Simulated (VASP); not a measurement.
# TiO2 (R-3m) in VASP: single point with r2SCAN

Aim: the single point of TiO2 with r2SCAN.

All numbers are computed with VASP 6.6.1; they aren't measurements. Logs are shortened: lines on timing, memory, paths and dates and some standing lists are left out, and cuts for length are marked.

## Step 1: The cell of the first run

It takes space group R-3m (No. 166, trigonal). The conventional cell has a = 2.995 Å, b = 2.995 Å, c = 20.945 Å, α = 90.00°, β = 90.00°, γ = 120.00°. Ti (site symmetry -3m) has 6 O at 1.98 Å within 2.6 Å. Within 2.6 Å of O (site symmetry 3m) lie 3 Ti at 1.98 Å and 3 O at 2.60 Å.

## Step 2: Single point, r2SCAN

Input file POSCAR:

```
TiO2
1.0
    1.4973310000      0.8644850000      6.9815440000
   -1.4973310000      0.8644850000      6.9815440000
    0.0000000000     -1.7289690000      6.9815440000
Ti O
1 2
Direct
    0.0000000000      0.0000000000      0.0000000000
    0.6204670000      0.6204670000      0.6204670000
    0.3795330000      0.3795330000      0.3795330000
```

Input file INCAR.step1:

```
SYSTEM = TiO2
ALGO = Normal
EDIFF = 1E-5
ENCUT = 660
GGA = PE
GGA_COMPAT = .False.
ISMEAR = 0
LASPH = .True.
LCHARG = .False.
LREAL = .False.
LWAVE = .True.
NBANDS = 19
NELM = 120
PREC = Accurate
SIGMA = 0.01
```

Input file INCAR.step2:

```
SYSTEM = TiO2
ALGO = Normal
EDIFF = 1E-6
ENCUT = 660
GGA_COMPAT = .False.
ISIF = 2
ISMEAR = 0
ISTART = 1
LASPH = .True.
LCHARG = .False.
LMIXTAU = .True.
LREAL = .False.
LWAVE = .False.
METAGGA = R2SCAN
NBANDS = 19
NELM = 120
PREC = Accurate
SIGMA = 0.01
```

Input file KPOINTS:

```
k-points
0
Gamma
  7 7 7
  0 0 0
```

Potentials or basis: VASP PAW PBE potentials, release 64 (Ti_sv, O).

Run with:

```sh
$ cat potpaw_PBE.64/Ti_sv/POTCAR potpaw_PBE.64/O/POTCAR > POTCAR
$ cp INCAR.step1 INCAR
$ mpirun -np 1 vasp_std > vasp.out
$ cp INCAR.step2 INCAR
$ mpirun -np 1 vasp_std > vasp.out
```

OUTCAR:

```text
SYSTEM = TiO2
   EDIFF = 1E-6
   ENCUT = 660
   ISIF = 2
   ISMEAR = 0
   ISTART = 1
   LASPH = .True.
   LREAL = .False.
   METAGGA = R2SCAN
   NELM = 120
   PREC = Accurate

 ion  position               nearest neighbor table
   1  0.000  0.000  0.000-   2 1.98   2 1.98   3 1.98   3 1.98   2 1.98   3 1.98
   2  0.620  0.620  0.620-   1 1.98   1 1.98   1 1.98
   3  0.380  0.380  0.380-   1 1.98   1 1.98   1 1.98

  LATTYP: Found a trigonal (rhomboedric) cell.
 ALAT       =     7.1924468064
 COS(alpha) =     0.9133212835

  Lattice vectors:

 A1 = (   1.4973310000,   0.8644850000,   6.9815440000)
 A2 = (  -1.4973310000,   0.8644850000,   6.9815440000)
 A3 = (   0.0000000000,  -1.7289690000,   6.9815440000)

Analysis of symmetry for initial positions (statically):
=====================================================================
 Subroutine PRICEL returns:
 Original cell was already a primitive cell.

 Routine SETGRP: Setting up the symmetry group for a
 trigonal (rhombohedral) supercell.

 Subroutine GETGRP returns: Found 12 space group operations
 (whereof 12 operations were pure point group operations)
 out of a pool of 12 trial point group operations.

The static configuration has the point symmetry D_3d.

Analysis of symmetry for dynamics (positions and initial velocities):
=====================================================================
 Subroutine PRICEL returns:
 Original cell was already a primitive cell.

 Routine SETGRP: Setting up the symmetry group for a
 trigonal (rhombohedral) supercell.

 Subroutine GETGRP returns: Found 12 space group operations
 (whereof 12 operations were pure point group operations)
 out of a pool of 12 trial point group operations.

The dynamic configuration has the point symmetry D_3d.

 Subroutine INISYM returns: Found 12 space group operations
 (whereof 12 operations are pure point group operations),
 and found     1 'primitive' translations

----------------------------------------------------------------------------------------

                                     Primitive cell

  volume of cell :      54.2223

  direct lattice vectors                    reciprocal lattice vectors
     1.497331000  0.864485000  6.981544000     0.333927502  0.192793086  0.047744921
    -1.497331000  0.864485000  6.981544000    -0.333927502  0.192793086  0.047744921
     0.000000000 -1.728969000  6.981544000     0.000000000 -0.385586172  0.047744949

  length of vectors
     7.192446806  7.192446806  7.192446762     0.388530987  0.388530987  0.388530920

  position of ions in fractional coordinates (direct lattice)
     0.000000000  0.000000000  0.000000000
     0.620467000  0.620467000  0.620467000
     0.379533000  0.379533000  0.379533000

  ion indices of the primitive-cell ions
   primitive index   ion index
                 1           1
                 2           2
                 3           3

----------------------------------------------------------------------------------------

 KPOINTS: k-points

Automatic generation of k-mesh.
 Grid dimensions read from file:
 generate k-points for:    7    7    7

 Generating k-lattice:

  Cartesian coordinates                     Fractional coordinates (reciprocal lattice)
     0.047703929  0.027541869  0.006820703     0.142857143 -0.000000000  0.000000000
    -0.047703929  0.027541869  0.006820703    -0.000000000  0.142857143  0.000000000
     0.000000000 -0.055083739  0.006820707     0.000000000  0.000000000  0.142857143

  Length of vectors
     0.055504427  0.055504427  0.055504417

  Shift w.r.t. Gamma in fractional coordinates (k-lattice)
     0.000000000  0.000000000  0.000000000

 Subroutine IBZKPT returns following result:
 ===========================================

 Found     44 irreducible k-points:

 Following reciprocal coordinates:
            Coordinates               Weight
  0.000000  0.000000  0.000000      1.000000
  0.142857  0.000000 -0.000000      6.000000
  0.285714  0.000000 -0.000000      6.000000
  0.428571  0.000000  0.000000      6.000000
  0.142857  0.142857 -0.000000      6.000000
  0.285714  0.142857  0.000000     12.000000
[... 16 lines left out ...]
  0.285714  0.285714  0.142857      6.000000
  0.428571  0.285714  0.142857     12.000000
 [... further k-points ...]
   k-points           NKPTS =     44   k-points in BZ     NKDIM =     44   number of bands    NBANDS=     19
   number of dos      NEDOS =    301   number of ions     NIONS =      3
   total plane-waves  NPLWV = 216000
   dimension x,y,z NGX =    60 NGY =   60 NGZ =   60
   dimension x,y,z NGXF=   120 NGYF=  120 NGZF=  120
   ions per type =               1   2
   NGX,Y,Z   is equivalent  to a cutoff of  13.87, 13.87, 13.87 a.u.
   NGXF,Y,Z  is equivalent  to a cutoff of  27.74, 27.74, 27.74 a.u.
 SYSTEM =  TiO2
   PREC   = accura    normal or accurate (medium, high low for compatibility)
   ISTART =      1    job   : 0-new  1-cont  2-samecut
   ICHARG =      0    charge: 1-file 2-atom 10-const
   ISPIN  =      1    spin polarized calculation?
   LNONCOLLINEAR =      F non collinear calculations
   LSORBIT =      F    spin-orbit coupling
   LASPH  =      T    aspherical Exc in radial PAW
   ENCUT  =  660.0 eV  48.51 Ry    6.96 a.u.  15.07 15.07 15.07*2*pi/ulx,y,z
   NELM   =    120;   NELMIN=  2; NELMDL=  0     # of ELM steps
   EDIFF  = 0.1E-05   stopping-criterion for ELM
   LREAL  =      F    real-space projection
   EDIFFG = 0.1E-04   stopping-criterion for IOM
   NSW    =      0    number of steps for IOM
   IBRION =     -1    ionic relax: 0-MD 1-quasi-New 2-CG
   NFREE  =      0    steps in history (QN), initial steepest desc. (CG)
   ISIF   =      2    stress and relaxation
   ISYM   =      2    0-nonsym 1-usesym 2-fastsym
   POTIM  = 0.5000    time-step for ionic-motion
   TEBEG  =    0.0;   TEEND  =   0.0 temperature during run
   PSTRESS=    0.0 pullay stress
   NELECT =      24.0000    total number of electrons
   NUPDOWN=      -1.0000    fix difference up-down
   EMIN   =  10.00;   EMAX   =-10.00  energy-range for DOS
   EFERMI =   0.00;   METHOD = LEGACY
   ISMEAR =     0;   SIGMA  =   0.01  broadening in eV -4-tet -1-fermi 0-gaus
   EFERMI_NEDOS =   21; number of points for ismear=-14 and -15
   IALGO  =     38    algorithm
   IMIX   =      4    mixing-type and parameters
     AMIX     =   0.40;   BMIX     =  1.00
     AMIX_MAG =   1.60;   BMIX_MAG =  1.00
  volume/ion in A,a.u.               =      18.07       121.97
  Fermi-wavevector in a.u.,A,eV,Ry     =   1.247630  2.357680 21.178580  1.556582
  Thomas-Fermi vector in A             =   2.381754
   LORBIT       =      0    0 simple, 1 ext, 2 COOP (PROOUT), +10 PAW based schemes
   METAGGA = R2SCAN    functional components
   LHFCALC =     F    Hartree Fock is set to
   AEXX    =    0.0000 exact exchange contribution
   IVDW    =     0    specifies the selected vdW correction
   LEPSILON=     F    determine dielectric tensor
   LRPA    =     F    only Hartree local field effects (RPA)
 non-spin polarized calculation
 Gauss-broadening in eV      SIGMA  =   0.01
  energy-cutoff  :      660.00
  volume of cell :       54.22
 maximum number of plane-waves:      2105
   NGX = 31   NGY = 31   NGZ = 31

 number of electron      23.9999998 magnetization

 Free energy of the ion-electron system (eV)
  ---------------------------------------------------
  ext. energy  EPLUGINS =         0.00000000
  ---------------------------------------------------
  free energy    TOTEN  =       -34.38127563 eV

  energy without entropy =      -34.38127563  energy(sigma->0) =      -34.38127563

 E-fermi :  -1.3561     XC(G=0):  -7.9233

 val. band max:       -1.4671476830   @ k =  -0.1429   0.1429   0.0000
 cond. band min:       1.6043318350   @ k =   0.0000   0.0000   0.0000
 fundamental gap:      3.0714795180
 Fermi energy:        -1.3561291293

 k-point     1 :       0.0000    0.0000    0.0000
  band No.  band energies     occupation
      1     -60.0615      2.00000
      2     -35.2676      2.00000
      3     -34.9997      2.00000
      4     -34.9997      2.00000
      5     -19.8716      2.00000
      6     -18.1434      2.00000
[... 11 lines left out ...]
     18       6.3863      0.00000
     19       9.7344      0.00000

 k-point     2 :       0.1429    0.0000   -0.0000
  band No.  band energies     occupation
      1     -60.0484      2.00000
      2     -35.2430      2.00000
      3     -35.1128      2.00000
      4     -35.0205      2.00000
      5     -19.6231      2.00000
      6     -18.2747      2.00000
[... 11 lines left out ...]
     18       6.9881      0.00000
     19      10.3850      0.00000

 k-point     3 :       0.2857    0.0000   -0.0000
  band No.  band energies     occupation
      1     -60.0189      2.00000
      2     -35.3628      2.00000
      3     -35.1831      2.00000
      4     -35.0670      2.00000
      5     -19.1125      2.00000
      6     -18.4995      2.00000
[... 11 lines left out ...]
     18       8.4281      0.00000
     19      11.5665      0.00000

 k-point     4 :       0.4286    0.0000    0.0000
  band No.  band energies     occupation
      1     -59.9951      2.00000
      2     -35.5535      2.00000
      3     -35.1370      2.00000
      4     -35.1040      2.00000
      5     -19.0126      2.00000
      6     -18.3411      2.00000
[... 11 lines left out ...]
     18      10.3515      0.00000
     19      12.4868      0.00000

 k-point     5 :       0.1429    0.1429   -0.0000
  band No.  band energies     occupation
      1     -60.0484      2.00000
      2     -35.2430      2.00000
      3     -35.1128      2.00000
      4     -35.0205      2.00000
      5     -19.6231      2.00000
      6     -18.2747      2.00000
[... 11 lines left out ...]
     18       7.0606      0.00000
     19      10.1529      0.00000

 k-point     6 :       0.2857    0.1429    0.0000
  band No.  band energies     occupation
      1     -60.0271      2.00000
      2     -35.2759      2.00000
      3     -35.2036      2.00000
      4     -35.0696      2.00000
      5     -19.2228      2.00000
      6     -18.4722      2.00000
[... 11 lines left out ...]
     18       8.1183      0.00000
     19      10.9517      0.00000

 k-point     7 :       0.4286    0.1429   -0.0000
  band No.  band energies     occupation
      1     -60.0004      2.00000
      2     -35.4612      2.00000
      3     -35.1641      2.00000
      4     -35.1326      2.00000
      5     -18.8632      2.00000
      6     -18.5527      2.00000
[... 11 lines left out ...]
     18       9.7422      0.00000
     19      12.3148      0.00000

 k-point     8 :      -0.4286    0.1429    0.0000
  band No.  band energies     occupation
      1     -59.9885      2.00000
      2     -35.5407      2.00000
      3     -35.1826      2.00000
      4     -35.1252      2.00000
      5     -18.9138      2.00000
      6     -18.3665      2.00000
[... 256 lines left out ...]
 k-point    20 :      -0.4286    0.1429    0.1429
  band No.  band energies     occupation
      1     -59.9951      2.00000
      2     -35.5535      2.00000
      3     -35.1370      2.00000
      4     -35.1040      2.00000
      5     -19.0126      2.00000
      6     -18.3411      2.00000
[... 11 lines left out ...]
     18      10.3015      0.00000
     19      12.3330      0.00000

 k-point    21 :      -0.2857    0.1429    0.1429
  band No.  band energies     occupation
      1     -59.9951      2.00000
      2     -35.5535      2.00000
      3     -35.1370      2.00000
      4     -35.1040      2.00000
      5     -19.0127      2.00000
      6     -18.3410      2.00000
[... 11 lines left out ...]
     18      10.4818      0.00000
     19      12.1622      0.00000

 k-point    22 :      -0.1429    0.1429    0.1429
  band No.  band energies     occupation
      1     -60.0189      2.00000
      2     -35.3628      2.00000
      3     -35.1831      2.00000
      4     -35.0670      2.00000
      5     -19.1126      2.00000
      6     -18.4994      2.00000
[... 11 lines left out ...]
     18       8.5158      0.00000
     19      11.3231      0.00000

 k-point    23 :       0.2857    0.2857    0.1429
  band No.  band energies     occupation
      1     -60.0484      2.00000
      2     -35.2430      2.00000
      3     -35.1128      2.00000
      4     -35.0205      2.00000
      5     -19.6229      2.00000
      6     -18.2749      2.00000
[... 11 lines left out ...]
     18       7.2927      0.00000
     19       9.5460      0.00000

 k-point    24 :       0.4286    0.2857    0.1429
  band No.  band energies     occupation
      1     -60.0271      2.00000
      2     -35.2760      2.00000
      3     -35.2036      2.00000
      4     -35.0696      2.00000
      5     -19.2227      2.00000
      6     -18.4724      2.00000
[... 11 lines left out ...]
     18       8.2743      0.00000
     19      10.4974      0.00000

 [... further k-points ...]

------------------------ aborting loop because EDIFF is reached ----------------------------------------

  FORCE on cell =-STRESS in cart. coord.  units (eV):
  Direction    XX          YY          ZZ          XY          YZ          ZX
  --------------------------------------------------------------------------------------
  -------------------------------------------------------------------------------------
  Total       -1.0055408     -1.0055413     -0.8082339      0.0000000     -0.0000000      0.0000000
  in kB      -29.7120386    -29.7120531    -23.8819522      0.0000000     -0.0000011      0.0000000
  external PRESSURE =     -27.7686813 kB  Pullay stress =       0.0000000 kB

 VOLUME and BASIS-vectors are now :
 -----------------------------------------------------------------------------
  energy-cutoff  :      660.00
  volume of cell :       54.22
      direct lattice vectors                 reciprocal lattice vectors
     1.497331000  0.864485000  6.981544000     0.333927502  0.192793086  0.047744921
    -1.497331000  0.864485000  6.981544000    -0.333927502  0.192793086  0.047744921
     0.000000000 -1.728969000  6.981544000     0.000000000 -0.385586172  0.047744949

 POSITION                                       TOTAL-FORCE (eV/Angst)
 -----------------------------------------------------------------------------------
      0.00000      0.00000      0.00000         0.000000      0.000000      0.000000
      0.00000      0.00000     12.99545         0.000000      0.000000      0.359400
      0.00000      0.00000      7.94918         0.000000     -0.000000     -0.359400
 -----------------------------------------------------------------------------------
    total drift:                                0.000000      0.000000      0.000000

  FREE ENERGIE OF THE ION-ELECTRON SYSTEM (eV)
  ---------------------------------------------------
  free  energy   TOTEN  =       -34.3812756287 eV

  energy  without entropy=      -34.3812756287  energy(sigma->0) =      -34.38127563
```

It took 22 min on 1 thread of Intel Xeon Platinum 8259CL at 2.50GHz (Skylake/Cascade Lake), shared host; peak memory 0.57 GiB.

What came out:

```yaml
Free_energy: -34.3813 eV
Pressure: -2.8 GPa
Largest_force: 0.359 eV/Å
Band_gap_on_the_k_mesh: 3.07 eV (least direct gap 3.30 eV)
```

Forces on the atoms (eV/Å):
```
Ti   0.000  0.000  0.000
O    0.000  0.000  0.359
O    0.000  0.000 -0.359
```

Caveat: the PAW data sets were made with another functional, which shifts forces and pressure a little. A k mesh can miss the band edges.
